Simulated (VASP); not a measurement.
Crystal: Au2Br.

```
Au Br
1.0
     4.05481    0.00000    0.00000
    -2.02740    3.51157    0.00000
     0.00000    0.00000    4.37811
Au Br
2 1
Direct
  0.33333 0.66667 0.50000
  0.66667 0.33333 0.50000
  0.00000 0.00000 0.00000
```

```yaml
Program: VASP 6.6.1
Task: relaxation of cell and atoms
Functional: PBE
Potentials_or_basis: VASP PAW PBE potentials, release 64 (Au, Br)
Cutoff: 600 eV
k_mesh: 6 × 6 × 4
Occupations: gaussian, width 0.1 eV
Spin: no spin polarisation
```

At the start: pressure 31.8 GPa; volume 20.78 Å³/atom.

**Question.** How do energy, volume and symmetry change on relaxing?

**Answer.** Over 12 steps the energy falls by 634.0 meV/atom and the volume is 23.16 Å³/atom (+11.4 %); space group P6/mmm (No. 191, to 0.05 Å).

The path:
```
step  energy change (eV)  largest force (eV/Å)  pressure (GPa)  volume (Å³)
   1              0.0000                0.0000           31.75        62.34
   2             -0.6521                0.0000           -7.62       105.74
   3             -1.7144                0.0000           -1.89        80.58
   4             -1.7169                0.0000           -1.51        80.02
   5             -1.7176                0.0000           -1.16        79.55
   6             -1.7690                0.0000           -1.07        77.83
   7             -1.8642                0.0000           -0.59        73.48
   8             -1.8449                0.0000            2.99        64.29
   9             -1.8998                0.0000            0.33        69.72
  10             -1.9008                0.0000            0.56        69.01
  11             -1.8989                0.0000           -0.90        70.21
  12             -1.9019                0.0000           -0.01        69.47
```

Final structure:
```
Au Br
1.0
     4.65064    0.00000    0.00000
    -2.32532    4.02757    0.00000
     0.00000    0.00000    3.70892
Au Br
2 1
Direct
  0.33333 0.66667 0.50000
  0.66667 0.33333 0.50000
  0.00000 0.00000 0.00000
```

Caveat: an odd number of electrons without spin polarisation forces a metal; a magnetic or distorted state may lie lower.
